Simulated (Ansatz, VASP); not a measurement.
# One calculation of Al, two programs

```
Al
1.0
    -1.38236    1.38236    2.00858
     1.38236   -1.38236    2.00858
     1.38236    1.38236   -2.00858
Al
1
Direct
  0.00000 0.00000 0.00000
```

Alike in both runs: task single point; functional LDA; k mesh 22 × 22 × 22; occupations gaussian, width 0.15 eV; no spin polarisation.

|  | VASP | Ansatz |
| --- | --- | --- |
| version | VASP 6.6.1 | Ansatz 0.2.0 |
| potentials or method | VASP PAW LDA potentials, release 64 (Al), cutoff 520 eV | scalar-relativistic, plane waves, PAW |
| valence electrons in the cell | 3 | 3 |

```csv
,VASP,Ansatz,Ansatz less VASP
gap on the k mesh at the Fermi level (eV),none,none,-
pressure (GPa),2.8,2.7,-0.10
"traceless stress, the component that is largest in VASP (GPa)",-1.57,-1.56,+0.011
```

LDA's correlation is that of Perdew and Zunger in VASP and of Perdew and Wang (1992) in Ansatz. A gap of «none» marks a metal or a gap that the smearing closes.
